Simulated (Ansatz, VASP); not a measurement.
**Ru in VASP and in Ansatz**

INCAR

```
SYSTEM = Ru
PREC = Accurate ; ENCUT = 520
EDIFF = 1E-6 ; ISMEAR = 0
SIGMA = 0.15 ; LREAL = .FALSE.
LASPH = .TRUE. ; NELM = 100
ALGO = Fast ; ISIF = 2
LWAVE = .FALSE. ; LCHARG = .FALSE.
GGA = PE ; NBANDS = 13
```

The input KPOINTS:

```
regular mesh
0
G
  22 22 22
  0 0 0
```

Contents of POSCAR:

```
Ru
1.0
    0.0000000000      2.1665426076      1.5908922367
    2.1665426076      0.0000000000      1.5908922367
    2.1665426076      2.1665426076      0.0000000000
Ru
1
Direct
    0.0000000000      0.0000000000      0.0000000000
```

Input for Ansatz:

```yaml
crystal:
  lattice:
    - [0.0, 2.1665426076, 1.5908922367]
    - [2.1665426076, 0.0, 1.5908922367]
    - [2.1665426076, 2.1665426076, 0.0]
  atoms:
    - { symbol: Ru, position: [0.0, 0.0, 0.0] }
basis:
  ecutwfc: 420
kpoints:
  mp_grid: { grid: [22, 22, 22] }
hamiltonian:
  xc: pbe
scf:
  occupations: { method: gaussian, width: 0.15 }
output:
  forces: true
  stress: true
  eigenvalues: true
```

Alike in both runs: task single point; functional PBE; k mesh 22 × 22 × 22; occupations gaussian, width 0.15 eV; no spin polarisation.

```csv
,VASP,Ansatz
version,VASP 6.6.1,Ansatz 0.2.0
potentials or method,"VASP PAW PBE potentials, release 64 (Ru_pv), cutoff 520 eV","scalar-relativistic, plane waves, PAW"
valence electrons in the cell,14,16
```

|  | VASP | Ansatz | Ansatz less VASP |
| --- | --- | --- | --- |
| gap on the k mesh at the Fermi level (eV) | none | none | - |
| pressure (GPa) | -12.2 | -12.1 | +0.08 |
| traceless stress, the component that is largest in VASP (GPa) | 9.76 | 9.77 | +0.013 |

A gap of «none» marks a metal or a gap that the smearing closes. VASP's potentials hold 14 valence electrons a cell and Ansatz's 16, so a difference there can come from the potentials and not from the codes.
